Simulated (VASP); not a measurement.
# Ga2SiS: relaxation of cell and atoms with PBE

The system is Ga2SiS.

```
Ga Si S
1.0
     3.92384    0.00000    0.00000
     0.00000    3.92384    0.00000
     0.00000    0.00000    5.50511
Ga Si S
2 1 1
Direct
  0.50000 0.00000 0.00719
  0.00000 0.50000 0.00719
  0.00000 0.00000 0.39426
  0.50000 0.50000 0.22337
```

```
Program                : VASP 6.6.1
Task                   : relaxation of cell and atoms
Functional             : PBE
Potentials or basis    : VASP PAW PBE potentials, release 64 (Ga_d, Si, S)
Cutoff                 : 600 eV
k mesh                 : 4 × 4 × 4
Occupations            : gaussian, width 0.1 eV
Spin                   : no spin polarisation
Dipole correction      : no
Further INCAR settings : ALGO = Normal; EDIFF = 1e-07; IBRION = 2; EDIFFG = -0.04; NSW = 90; ISIF = 3
```

```
Relaxed volume                         : 18.68 Å³/atom
Relaxed cell                           : a = 3.785 Å, b = 3.785 Å, c = 5.215 Å, α = 90.00°, β = 90.00°, γ = 90.00°
Space group after relaxing (to 0.05 Å) : P4/mmm (No. 123)
Energy gained by relaxing              : 595.7 meV/atom
Ionic steps                            : 18
Pressure after relaxing                : -0.1 GPa
Largest force after relaxing           : 0.030 eV/Å
Band gap on the k mesh                 : zero (band 18 reaches 7.10 eV, above the bottom of band 19 at 4.28 eV)
```

Forces in eV/Å, atoms in the order of the input:
```
Ga   0.000  0.000  0.022
Ga   0.000  0.000  0.022
Si   0.000  0.000 -0.014
S    0.000  0.000 -0.030
```

Step by step:
```tsv
step	energy change (eV)	largest force (eV/Å)	pressure (GPa)	volume (Å³)
1	0.0000	4.9363	12.71	84.76
2	-1.3568	0.9769	-3.69	107.02
3	-1.3764	1.3431	-2.54	103.79
4	-1.5767	1.1965	-2.29	99.40
5	-2.0055	0.6792	-0.70	86.94
6	-1.7804	1.2661	11.37	65.18
7	-2.1114	0.4383	2.54	77.06
8	-2.1961	0.5624	-0.94	80.02
9	-2.1990	0.5843	-1.46	80.54
10	-2.3003	0.5015	-1.53	78.19
11	-2.1918	0.6623	4.35	71.43
12	-2.3511	0.3431	-0.87	76.25
13	-2.3609	0.2038	-0.21	75.04
14	-2.3773	0.1397	0.33	74.21
15	-2.3790	0.1200	0.49	73.91
16	-2.3801	0.0488	-0.60	75.44
17	-2.3814	0.0784	-0.16	74.79
18	-2.3830	0.0303	-0.09	74.74
```

Final structure:
```
Ga Si S
1.0
     3.78545    0.00000    0.00000
     0.00000    3.78545    0.00000
     0.00000    0.00000    5.21550
Ga Si S
2 1 1
Direct
  0.50000 0.00000 0.90640
  0.00000 0.50000 0.90640
  0.00000 0.00000 0.40866
  0.50000 0.50000 0.41055
```

Levels at points of the mesh, in eV from the Fermi level:
```
           k point  band 15  band 16  band 17  band 18  band 19  band 20  band 21  band 22
(0.00, 0.00, 0.00)    -4.09    -4.09    -0.32     0.60     0.91     0.91     4.77     4.77
(0.50, 0.00, 0.00)    -4.04    -2.95    -2.48    -0.40     0.10     0.26     3.71     3.93
(0.50, 0.50, 0.00)    -3.11    -3.11    -2.99    -2.76    -2.06    -0.38     0.51     0.51
(0.00, 0.00, 0.50)    -3.86    -2.05    -0.02    -0.02     0.43     0.67     1.21     1.81
(0.50, 0.00, 0.50)    -2.83    -1.28    -0.61    -0.27     0.57     1.73     2.92     3.06
(0.50, 0.50, 0.50)    -4.94    -4.93    -4.93    -4.37     0.39     3.43     3.79     3.79
```

Run time: 7.1 min on 1 thread of Intel(R) Xeon(R) Platinum 8488C (Sapphire Rapids), on a shared host, peak memory 0.25 GiB.

Caveat: the k points lie up to 0.41 Å⁻¹ apart in the final cell.
